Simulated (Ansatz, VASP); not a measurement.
# Two plane-wave programs on Ru

Contents of INCAR:

```
SYSTEM = Ru
PREC = Accurate
ENCUT = 600
EDIFF = 1E-6
ISMEAR = 0
SIGMA = 0.1
LREAL = .False.
LASPH = .True.
NELM = 80
ALGO = Fast
ISIF = 3
LWAVE = .False.
LCHARG = .False.
GGA = PE
IVDW = 12
IBRION = 2
NSW = 100
EDIFFG = -0.005
```

Contents of KPOINTS:

```
Automatic mesh
0
Gamma
  18 18 10
  0 0 0
```

File POSCAR:

```
Ru
1.0
    2.7058000000      0.0000000000      0.0000000000
   -1.3529000000      2.3432915376      0.0000000000
    0.0000000000      0.0000000000      4.2819000000
Ru
2
Direct
    0.3333333333      0.6666666667      0.2500000000
    0.6666666667      0.3333333333      0.7500000000
```

Input for Ansatz:

```yaml
crystal:
  lattice:
    - [2.7058, 0.0, 0.0]
    - [-1.3529, 2.3432915376, 0.0]
    - [0.0, 0.0, 4.2819]
  atoms:
    - { symbol: Ru, position: [0.3333333333, 0.6666666667, 0.25] }
    - { symbol: Ru, position: [0.6666666667, 0.3333333333, 0.75] }
basis:
  ecutwfc: 420
kpoints:
  mp_grid: { grid: [18, 18, 10] }
hamiltonian:
  xc: pbe
  dispersion: d3bj
scf:
  occupations: { method: gaussian, width: 0.1 }
output:
  forces: true
  stress: true
  eigenvalues: true
  write_density: true
  write_potential: true
  elf: true
  volumetric_format: npy
relax:
  adjacent_minimum: "off"
  f_tol: 0.005
  max_steps: 80
  cell: { stress_tol: 0.05 }
```

Alike in both runs: task relaxation of cell and atoms; functional PBE; dispersion D3(BJ); k mesh 18 × 18 × 10; occupations gaussian, width 0.1 eV; no spin polarisation.

```csv
,VASP,Ansatz
version,VASP 6.6.1,Ansatz 0.2.0
potentials or method,"VASP PAW PBE potentials, release 64 (Ru_pv), cutoff 600 eV","scalar-relativistic, plane waves, PAW"
valence electrons in the cell,28,32
```

```tsv
	VASP	Ansatz	Ansatz less VASP
gap on the k mesh at the Fermi level, each at its own relaxed structure (eV)	none	none	-
relaxed volume (Å³/atom)	13.44	13.44	+0.003
relaxed cell length with the largest relative difference (Å)	2.697	2.698	+0.0004
```

A gap of «none» marks a metal or a gap that the smearing closes. VASP's potentials hold 28 valence electrons a cell and Ansatz's 32, so a difference there can come from the potentials and not from the codes.
